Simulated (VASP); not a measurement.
A run of VASP 6.6.1 is set up as follows.

File INCAR:

```
PREC = Accurate
ENCUT = 520
EDIFF = 1E-6
ISMEAR = 0
SIGMA = 0.3
LREAL = F
LASPH = T
NELM = 80
ALGO = Fast
ISIF = 2
LWAVE = F
LCHARG = T
GGA = PS
LELF = T
LVHAR = T
NBANDS = 12
```

KPOINTS

```
regular mesh
0
Gamma
  32 32 32
```

POSCAR

```
Ta
1.0
   -1.6414158835      1.6414158835      1.6414158835
    1.6414158835     -1.6414158835      1.6414158835
    1.6414158835      1.6414158835     -1.6414158835
Ta
1
Direct
    0.0000000000      0.0000000000      0.0000000000
```

Potentials or basis: VASP PAW PBE potentials, release 64 (Ta_pv).

The run is started by

```sh
$ cat potpaw_PBE.64/Ta_pv/POTCAR > POTCAR
$ mpirun -np 1 vasp_std > vasp.out
```

(1) What does it give for the pressure?

Results:

(1) 0.2 GPa.

Caveat: the PAW data sets were made with another functional, which shifts forces and pressure a little.
